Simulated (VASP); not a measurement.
A run of VASP 6.6.1 is set up as follows.

File POSCAR:

```
ZnO
1.0
    3.2493987239      0.0000000000      0.0000000000
   -1.6246993619      2.8140618419      0.0000000000
    0.0000000000      0.0000000000      5.2038000000
Zn O
2 2
Direct
    0.3333333333      0.6666666667      0.0000000000
    0.6666666667      0.3333333333      0.5000000000
    0.3333333333      0.6666666667      0.3821000000
    0.6666666667      0.3333333333      0.8821000000
```

Contents of INCAR.step1:

```
SYSTEM = ZnO
PREC = Accurate
ENCUT = 520
ISMEAR = 0
SIGMA = 0.1
LREAL = .FALSE.
LASPH = .TRUE.
NELM = 60
NBANDS = 26
GGA = PE
ALGO = Normal
EDIFF = 1E-4
LWAVE = .TRUE.
LCHARG = .FALSE.
```

The input INCAR.step2:

```
SYSTEM = ZnO
PREC = Accurate
ENCUT = 520
EDIFF = 1E-7
ISMEAR = 0
SIGMA = 0.1
LREAL = .FALSE.
LASPH = .TRUE.
NELM = 60
ALGO = Normal
ISIF = 2
LWAVE = .FALSE.
LCHARG = .FALSE.
METAGGA = R2SCAN
LMIXTAU = .TRUE.
NBANDS = 26
ISTART = 1
```

The input KPOINTS:

```
Automatic mesh
0
G
  6 6 4
  0 0 0
```

Potentials or basis: VASP PAW PBE potentials, release 64 (Zn, O).

Launch:

```sh
$ cat potpaw_PBE.64/Zn/POTCAR potpaw_PBE.64/O/POTCAR > POTCAR
$ cp INCAR.step1 INCAR
$ mpirun -np 1 vasp_std > vasp.out
$ cp INCAR.step2 INCAR
$ mpirun -np 1 vasp_std > vasp.out
```

Q: Estimate the band gap on the k mesh.

A: 1.23 eV, direct.

Q: Estimate the pressure.

A: -0.1 GPa.

Q: What does it give for the largest force?

A: 0.019 eV/Å.

Forces on the atoms (eV/Å):
```
Zn   0.000  0.000  0.019
Zn   0.000  0.000  0.019
O    0.000  0.000 -0.019
O    0.000  0.000 -0.019
```

Caveat: the PAW data sets were made with another functional, which shifts forces and pressure a little.

**The experiment to reproduce.**

From “Electronic structure of alkaline earth and post-transition metal oxides”, 2009, arxiv:0908.1581, for a bulk crystal of ZnO: band gap 3.37 eV.

Measured gap of ZnO: 3.37 eV (quoted in “Electronic structure of alkaline earth and post-transition metal oxides”, 2009, arxiv:0908.1581). This calculation gives 1.23 eV (-2.14 eV). So large a miss can be the level of theory's own, or it may mean another phase, state or a wrong row. The value is that of r2SCAN, without temperature or zero-point motion.
